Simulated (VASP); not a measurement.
# LaFeGe (P-6m2) in VASP: further runs, part 2 of 3

VASP 6.6.1. Earlier steps stand in the parts before.

### 3 Single point, PBE, collinear spin, ferromagnetic start

Contents of INCAR:

```
ALGO = Normal ; EDIFF = 1E-6
ENCUT = 520 ; GGA = PE
ISIF = 2 ; ISMEAR = -1
ISPIN = 2 ; LASPH = True
LCHARG = False ; LMAXMIX = 6
LORBIT = 11 ; LREAL = False
LWAVE = False ; MAGMOM = 0 0 0.8
NBANDS = 28 ; NELM = 150
NUPDOWN = 0.8 ; PREC = Accurate
SIGMA = 0.05
```

Contents of KPOINTS:

```
k-points
0
Gamma
  6 6 5
```

Contents of POSCAR:

```
LaFeGe
1.0
    4.2318077991      0.0000000000      0.0000000000
   -2.1159038996      3.6648530580      0.0000000000
    0.0000000000      0.0000000000      4.2857840000
La Ge Fe
1 1 1
Direct
    0.0000000000      0.0000000000      0.0000000000
    0.6666666667      0.3333333333      0.5000000000
    0.3333333333      0.6666666667      0.5000000000
```

Potentials or basis: VASP PAW PBE potentials, release 64 (La, Ge_d, Fe).

Command:

```sh
cat potpaw_PBE.64/La/POTCAR potpaw_PBE.64/Ge_d/POTCAR potpaw_PBE.64/Fe/POTCAR > POTCAR
mpirun -np 1 vasp_std > vasp.out
```

OUTCAR:

```text
EDIFF = 1E-6
   ENCUT = 520
   GGA = PE
   ISIF = 2
   ISMEAR = -1
   ISPIN = 2
   LASPH = True
   LORBIT = 11
   LREAL = False
   NELM = 150
   NUPDOWN = 0.8
   PREC = Accurate

 ion  position               nearest neighbor table
   1  0.000  0.000  0.000-   2 3.25   3 3.25   2 3.25   3 3.25   2 3.25   2 3.25   3 3.25   3 3.25
                             2 3.25   2 3.25   3 3.25   3 3.25
   2  0.667  0.333  0.500-   3 2.44   3 2.44   3 2.44   1 3.25   1 3.25   1 3.25   1 3.25   1 3.25
                             1 3.25
   3  0.333  0.667  0.500-   2 2.44   2 2.44   2 2.44   1 3.25   1 3.25   1 3.25   1 3.25   1 3.25
                             1 3.25

  LATTYP: Found a hexagonal cell.
 ALAT       =     4.2318077991
 C/A-ratio  =     1.0127548801

  Lattice vectors:

 A1 = (   4.2318077991,   0.0000000000,   0.0000000000)
 A2 = (  -2.1159038996,   3.6648530580,   0.0000000000)
 A3 = (   0.0000000000,   0.0000000000,   4.2857840000)

Analysis of symmetry for initial positions (statically):
=====================================================================
 Subroutine PRICEL returns:
 Original cell was already a primitive cell.

 Routine SETGRP: Setting up the symmetry group for a
 hexagonal supercell.

 Subroutine GETGRP returns: Found 12 space group operations
 (whereof 12 operations were pure point group operations)
 out of a pool of 24 trial point group operations.

The static configuration has the point symmetry D_3h.

Analysis of symmetry for dynamics (positions and initial velocities):
=====================================================================
 Subroutine PRICEL returns:
 Original cell was already a primitive cell.

 Routine SETGRP: Setting up the symmetry group for a
 hexagonal supercell.

 Subroutine GETGRP returns: Found 12 space group operations
 (whereof 12 operations were pure point group operations)
 out of a pool of 24 trial point group operations.

The dynamic configuration has the point symmetry D_3h.

Analysis of structural, dynamic, and magnetic symmetry:
=====================================================================
 Subroutine PRICEL returns:
 Original cell was already a primitive cell.

 Routine SETGRP: Setting up the symmetry group for a
 hexagonal supercell.

 Subroutine GETGRP returns: Found 12 space group operations
 (whereof 12 operations were pure point group operations)
 out of a pool of 24 trial point group operations.

The overall configuration has the point symmetry D_3h.

 Subroutine INISYM returns: Found 12 space group operations
 (whereof 12 operations are pure point group operations),
 and found     1 'primitive' translations

----------------------------------------------------------------------------------------

                                     Primitive cell

  volume of cell :      66.4680

  direct lattice vectors                    reciprocal lattice vectors
     4.231807799  0.000000000  0.000000000     0.236305628  0.136431118  0.000000000
    -2.115903900  3.664853058  0.000000000     0.000000000  0.272862236  0.000000000
     0.000000000  0.000000000  4.285784000     0.000000000  0.000000000  0.233329538

  length of vectors
[... 77 lines left out ...]
   LASPH  =      T    aspherical Exc in radial PAW
   ENCUT  =  520.0 eV  38.22 Ry    6.18 a.u.   7.87  7.87  7.97*2*pi/ulx,y,z
   NELM   =    150;   NELMIN=  2; NELMDL= -5     # of ELM steps
   EDIFF  = 0.1E-05   stopping-criterion for ELM
   LREAL  =      F    real-space projection
   EDIFFG = 0.1E-04   stopping-criterion for IOM
   NSW    =      0    number of steps for IOM
   IBRION =     -1    ionic relax: 0-MD 1-quasi-New 2-CG
   NFREE  =      0    steps in history (QN), initial steepest desc. (CG)
   ISIF   =      2    stress and relaxation
   ISYM   =      2    0-nonsym 1-usesym 2-fastsym
   POTIM  = 0.5000    time-step for ionic-motion
   TEBEG  =    0.0;   TEEND  =   0.0 temperature during run
   PSTRESS=    0.0 pullay stress
   NELECT =      33.0000    total number of electrons
   NUPDOWN=       0.8000    fix difference up-down
   EMIN   =  10.00;   EMAX   =-10.00  energy-range for DOS
   EFERMI =   0.00;   METHOD = LEGACY
   ISMEAR =    -1;   SIGMA  =   0.05  broadening in eV -4-tet -1-fermi 0-gaus
   EFERMI_NEDOS =   21; number of points for ismear=-14 and -15
   IALGO  =     38    algorithm
   IMIX   =      4    mixing-type and parameters
     AMIX     =   0.40;   BMIX     =  1.00
     AMIX_MAG =   1.60;   BMIX_MAG =  1.00
  volume/ion in A,a.u.               =      22.16       149.52
  Fermi-wavevector in a.u.,A,eV,Ry     =   1.296309  2.449669 22.863463  1.680417
  Thomas-Fermi vector in A             =   2.427774
   LORBIT       =     11    0 simple, 1 ext, 2 COOP (PROOUT), +10 PAW based schemes
   GGA     = PE    functional components
   LHFCALC =     F    Hartree Fock is set to
   AEXX    =    0.0000 exact exchange contribution
   IVDW    =     0    specifies the selected vdW correction
   LEPSILON=     F    determine dielectric tensor
   LRPA    =     F    only Hartree local field effects (RPA)
 spin polarized calculation
  energy-cutoff  :      520.00
  volume of cell :       66.47
 maximum number of plane-waves:      1806
 NGX is ok and might be reduce to    32
   NGX = 15   NGY = 15   NGZ = 15

 number of electron      32.9999990 magnetization       0.8000002

 Free energy of the ion-electron system (eV)
  ---------------------------------------------------
  ext. energy  EPLUGINS =         0.00000000
  ---------------------------------------------------
  free energy    TOTEN  =       -18.66096912 eV

  energy without entropy =      -18.63225890  energy(sigma->0) =      -18.64661401

 E-fermi :   7.0772     XC(G=0): -10.6818

 val. band max:        7.0359669709   @ k =   0.3333   0.1667   0.4000
 cond. band min:       6.8263135073   @ k =   0.3333  -0.0000   0.2000
 fundamental gap:     -0.2096534636
 Fermi energy:         6.8252671307

 spin component 1

 k-point     1 :       0.0000    0.0000    0.0000
  band No.  band energies     occupation
      1     -25.3513      1.00000
      2     -16.8988      1.00000
      3     -16.8699      1.00000
      4     -16.8699      1.00000
      5     -16.8222      1.00000
      6     -16.8222      1.00000
[... 640 lines left out ...]
     27      11.5720      0.00000
     28      11.5846      0.00000
 Fermi energy:         7.0772169923

 spin component 2

 k-point     1 :       0.0000    0.0000    0.0000
  band No.  band energies     occupation
      1     -25.4177      1.00000
      2     -16.9089      1.00000
      3     -16.8838      1.00000
      4     -16.8838      1.00000
      5     -16.8358      1.00000
      6     -16.8358      1.00000
[... 640 lines left out ...]
     27      11.4208      0.00000
     28      11.5941      0.00000

------------------------ aborting loop because EDIFF is reached ----------------------------------------

  FORCE on cell =-STRESS in cart. coord.  units (eV):
  Direction    XX          YY          ZZ          XY          YZ          ZX
  --------------------------------------------------------------------------------------
  -------------------------------------------------------------------------------------
  Total       -1.2821942     -1.2821942     -0.8462395      0.0000000     -0.0000000      0.0000000
  in kB      -30.9066275    -30.9066275    -20.3981643      0.0000000     -0.0000000      0.0000000
  external PRESSURE =     -27.4038064 kB  Pullay stress =       0.0000000 kB

 VOLUME and BASIS-vectors are now :
 -----------------------------------------------------------------------------
  energy-cutoff  :      520.00
  volume of cell :       66.47
      direct lattice vectors                 reciprocal lattice vectors
     4.231807799  0.000000000  0.000000000     0.236305628  0.136431118  0.000000000
    -2.115903900  3.664853058  0.000000000     0.000000000  0.272862236  0.000000000
     0.000000000  0.000000000  4.285784000     0.000000000  0.000000000  0.233329538

 POSITION                                       TOTAL-FORCE (eV/Angst)
 -----------------------------------------------------------------------------------
      0.00000      0.00000      0.00000        -0.000000     -0.000000      0.000000
      2.11590      1.22162      2.14289        -0.000000      0.000000      0.000000
     -0.00000      2.44324      2.14289         0.000000      0.000000      0.000000
 -----------------------------------------------------------------------------------
    total drift:                               -0.000002      0.000001      0.000000

  FREE ENERGIE OF THE ION-ELECTRON SYSTEM (eV)
  ---------------------------------------------------
  free  energy   TOTEN  =       -18.6609691224 eV

  energy  without entropy=      -18.6322589020  energy(sigma->0) =      -18.64661401

 total charge

# of ion       s       p       d       f       tot
--------------------------------------------------
    1        2.027   5.639   0.706   0.140   8.512
    2        1.135   1.275  10.021   0.000  12.431
    3        0.447   0.328   6.345   0.000   7.119
--------------------------------------------------
tot          3.609   7.242  17.072   0.140  28.062

 magnetization (x)

# of ion       s       p       d       f       tot
--------------------------------------------------
    1       -0.004  -0.008  -0.104  -0.024  -0.140
    2       -0.002  -0.067  -0.005   0.000  -0.073
    3        0.010  -0.009   1.253   0.000   1.254
--------------------------------------------------
tot          0.005  -0.084   1.145  -0.024   1.042
```

stdout:

```text
POSCAR found type information on POSCAR LaGeFe
 POSCAR found :  3 types and       3 ions
 scaLAPACK will be used
 LDA part: xc-table for (Slater+PW92), standard interpolation
 POSCAR, INCAR and KPOINTS ok, starting setup
 FFT: planning ... GRIDC
 FFT: planning ... GRID_SOFT
 FFT: planning ... GRID
 WAVECAR not read
 entering main loop
```

Run time: 72 s. Hardware: 1 thread of Intel Xeon Platinum 8488C (Sapphire Rapids), shared host; peak memory 0.25 GiB.

What came out:

```yaml
Free_energy: -18.6610 eV
Pressure: -2.7 GPa
Net_moment: 0.80 μB per cell
Site_moments: La -0.14; Ge -0.07; Fe +1.25 μB
Valence_electrons_inside_the_program's_atomic_spheres: La 8.51; Ge 12.43; Fe 7.12
```

Stress tensor (GPa, compression positive):
```
-3.09  0.00  0.00
 0.00 -3.09  0.00
 0.00  0.00 -2.04
```

Caveat: spin-orbit coupling is left out, which moves the levels of the heavy elements; the total moment is fixed, so each spin has its own Fermi level.

(Continued in part 3 of 3.)
